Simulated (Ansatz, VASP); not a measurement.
CdF2: VASP beside Ansatz

The input INCAR:

```
  PREC = Accurate
  ENCUT = 520
  EDIFF = 1E-6
  ISMEAR = 0
  SIGMA = 0.05
  LREAL = F
  LASPH = T
  NELM = 80
  ALGO = Normal
  ISIF = 2
  LWAVE = F
  LCHARG = F
  GGA = PE
  NBANDS = 20
```

File KPOINTS:

```
regular mesh
0
Gamma
  8 8 8
```

Contents of POSCAR:

```
CdF2
1.0
    0.0000000000      2.7748200000      2.6535900000
    2.7748200000      0.0000000000      2.6535900000
    2.7748200000      2.7748200000      0.0000000000
Cd F
1 2
Direct
    0.0000000000      0.0000000000      0.0000000000
    0.2500000000      0.2500000000      0.2500000000
    0.7500000000      0.7500000000      0.7500000000
```

Input for Ansatz:

```yaml
crystal:
  lattice:
    - [0.0, 2.77482, 2.65359]
    - [2.77482, 0.0, 2.65359]
    - [2.77482, 2.77482, 0.0]
  atoms:
    - { symbol: Cd, position: [0.0, 0.0, 0.0] }
    - { symbol: F, position: [0.25, 0.25, 0.25] }
    - { symbol: F, position: [0.75, 0.75, 0.75] }
basis:
  ecutwfc: 420
kpoints:
  mp_grid: { grid: [8, 8, 8] }
hamiltonian:
  xc: pbe
scf:
  occupations: { method: gaussian, width: 0.05 }
output:
  forces: true
  stress: true
  eigenvalues: true
```

Change from the starting cell: strain +0.030 along x and y, -0.015 along z, atoms carried along.

Alike in both runs: task single point; functional PBE; k mesh 8 × 8 × 8; occupations gaussian, width 0.05 eV; no spin polarisation.

```csv
,VASP,Ansatz
version,VASP 6.6.1,Ansatz 0.2.0
potentials or method,"VASP PAW PBE potentials, release 64 (Cd, F), cutoff 520 eV","scalar-relativistic, plane waves, PAW"
valence electrons in the cell,26,34
```

VASP gave:

| Property | Result |
| --- | --- |
| gap on the k mesh at the Fermi level (eV) | 2.84 |
| least direct gap on the mesh (eV) | 3.40 |
| pressure (GPa) | 1.3 |
| traceless stress, the component that is largest in VASP (GPa) | 3.15 |

Question: Estimate Ansatz's values.

Answer: gap on the k mesh at the Fermi level (eV): 2.87; least direct gap on the mesh (eV): 3.43; pressure (GPa): 0.7; traceless stress, the component that is largest in VASP (GPa): 3.19.

VASP's potentials hold 26 valence electrons a cell and Ansatz's 34, so a difference there can come from the potentials and not from the codes.
